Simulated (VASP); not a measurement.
The system is Be.

```
Be
1.0
     1.37212    0.79219    2.54442
    -1.37212    0.79219    2.54442
     0.00000   -1.58438    2.54442
Be
2
Direct
  0.22754 0.22754 0.22754
  0.77246 0.77246 0.77246
```

* Program: VASP 6.6.1
* Task: relaxation of cell and atoms
* Functional: PBE
* Potentials or basis: VASP PAW PBE potentials, release 64 (Be)
* Cutoff: 600 eV
* k mesh: 9 × 9 × 9
* Occupations: gaussian, width 0.1 eV
* Spin: no spin polarisation

At the start: pressure 31.1 GPa; volume 8.30 Å³/atom.

**Question.** Where does the relaxation end?

**Answer.** Over 17 steps the energy falls by 1311.0 meV/atom and the volume is 7.89 Å³/atom (-4.9 %); space group Fm-3m (No. 225, to 0.05 Å).

Step by step:
| step | energy change (eV) | largest force (eV/Å) | pressure (GPa) | volume (Å³) |
| --- | --- | --- | --- | --- |
| 1 | 0.0000 | 3.8087 | 31.12 | 16.59 |
| 2 | -0.9203 | 0.1961 | -2.84 | 20.77 |
| 3 | -0.9243 | 0.0233 | -1.83 | 20.48 |
| 4 | -1.0700 | 0.1752 | -3.48 | 20.39 |
| 5 | -1.4120 | 0.4769 | -6.92 | 20.09 |
| 6 | -2.2052 | 0.9906 | -12.16 | 18.98 |
| 7 | -1.7566 | 0.8158 | 32.83 | 15.20 |
| 8 | -2.4092 | 1.0176 | -7.65 | 17.73 |
| 9 | -2.4047 | 1.0333 | -9.51 | 18.00 |
| 10 | -2.4758 | 0.6833 | -2.71 | 16.79 |
| 11 | -2.4765 | 0.7137 | -3.65 | 16.91 |
| 12 | -2.5464 | 0.5814 | -3.65 | 16.53 |
| 13 | -2.6006 | 0.2968 | 3.66 | 15.38 |
| 14 | -2.6176 | 0.2265 | -0.51 | 15.86 |
| 15 | -2.6209 | 0.1179 | 0.40 | 15.74 |
| 16 | -2.6210 | 0.0832 | 0.67 | 15.70 |
| 17 | -2.6220 | 0.0033 | 0.04 | 15.78 |

Final structure:
```xyz
2
Lattice="1.1195 0.6463 3.6341 -1.1195 0.6463 3.6341 0.0000 -1.2927 3.6341" Properties=species:S:1:pos:R:3 pbc="T T T"
Be    0.0000    0.0000    2.7259
Be    0.0000    0.0000    8.1764
```
